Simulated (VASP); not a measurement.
**TiC (rock salt type): single point with HSE06**

Crystal: TiC (rock salt type).

```
Ti C
1.0
     0.00000    2.17219    2.17219
     2.17219    0.00000    2.17219
     2.17219    2.17219    0.00000
Ti C
1 1
Direct
  0.00000 0.00000 0.00000
  0.50000 0.50000 0.50000
```

```
Program                            : VASP 6.6.1
Task                               : single point
Functional                         : HSE06
Potentials or basis                : VASP PAW PBE potentials, release 64 (Ti_sv, C)
Cutoff                             : 520 eV
k mesh                             : 4 × 4 × 4
Occupations                        : fermi-dirac, width 0.1 eV
Spin                               : no spin polarisation
Dipole correction                  : no
Grid for exact exchange (PRECFOCK) : Normal
Further INCAR settings             : ALGO = Normal; EDIFF = 1e-07; NBANDS = 15
Share of exact exchange            : 0.25
Screening parameter                : 0.2079 1/Å
```

```
Pressure               : -7.0 GPa
Band gap on the k mesh : zero (bands 8 and 9 overlap by 1.59 eV)
```

Levels at points of the mesh, in eV from the Fermi level:
```tsv
k point	band 4	band 5	band 6	band 7	band 8	band 9	band 10	band 11	band 12	band 13
(0.00, 0.00, 0.00)	-35.56	-13.98	1.54	1.54	1.54	2.11	2.11	2.11	2.34	2.34
(0.50, 0.00, 0.00)	-35.61	-10.15	-6.58	-3.24	-3.24	4.15	4.15	5.41	9.02	9.62
(0.50, 0.50, 0.00)	-35.74	-11.43	-4.03	-1.29	0.01	0.01	3.48	4.82	4.82	6.94
```

Run time: 7.1 min on 1 thread of Intel Xeon 8259CL (shared host), peak memory 0.25 GiB.

Caveat: the k points lie up to 0.63 Å⁻¹ apart, too coarse for converged energies and pressures of a metal; the PAW data sets were made with another functional, which shifts forces and pressure a little.
